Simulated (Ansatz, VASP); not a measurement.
# One calculation of Cu, two programs

Contents of INCAR:

```
SYSTEM = Cu
ALGO = Fast ; EDIFF = 1E-6
ENCUT = 520 ; GGA = PS
ISIF = 2 ; ISMEAR = 0
LASPH = .True. ; LCHARG = .False.
LREAL = .False. ; LWAVE = .False.
NBANDS = 18 ; NELM = 60
PREC = Accurate ; SIGMA = 0.15
```

KPOINTS

```
k-points
0
Gamma
  28 28 26
  0 0 0
```

POSCAR

```
Cu
1.0
    1.1431682583     -3.7263575188      0.0000000000
    1.1431682583      3.7263575188      0.0000000000
    0.0000000000      0.0000000000      2.7866392406
Cu
2
Direct
    0.1338530444      0.8661469556      0.2500000000
    0.8661469556      0.1338530444      0.7500000000
```

Input for Ansatz:

```yaml
crystal:
  lattice:
    - [1.1431682583, -3.7263575188, 0.0]
    - [1.1431682583, 3.7263575188, 0.0]
    - [0.0, 0.0, 2.7866392406]
  atoms:
    - { symbol: Cu, position: [0.1338530444, 0.8661469556, 0.25] }
    - { symbol: Cu, position: [0.8661469556, 0.1338530444, 0.75] }
basis:
  ecutwfc: 420
kpoints:
  mp_grid: { grid: [28, 28, 26] }
hamiltonian:
  xc: pbesol
scf:
  occupations: { method: gaussian, width: 0.15 }
output:
  forces: true
  stress: true
  eigenvalues: true
```

Alike in both runs: task single point; functional PBEsol; k mesh 28 × 28 × 26; occupations gaussian, width 0.15 eV; no spin polarisation.

|  | VASP | Ansatz |
| --- | --- | --- |
| version | VASP 6.6.1 | Ansatz 0.2.0 |
| potentials or method | VASP PAW PBE potentials, release 64 (Cu), cutoff 520 eV | scalar-relativistic, plane waves, PAW |
| valence electrons in the cell | 22 | 38 |

Ansatz gave:

| Property | Result |
| --- | --- |
| gap on the k mesh at the Fermi level (eV) | none |
| pressure (GPa) | 4.2 |
| traceless stress, the component that is largest in VASP (GPa) | 18.00 |
| rms of the force components (eV/Å) | 0.021 |

Question: Estimate VASP's values.

Answer: gap on the k mesh at the Fermi level (eV): none; pressure (GPa): 5.0; traceless stress, the component that is largest in VASP (GPa): 17.97; rms of the force components (eV/Å): 0.026.

VASP's potentials were made for PBE, not for PBEsol. Atom by atom the forces differ by 0.005 eV/Å (rms over components). A gap of «none» marks a metal or a gap that the smearing closes. VASP's potentials hold 22 valence electrons a cell and Ansatz's 38, so a difference there can come from the potentials and not from the codes.
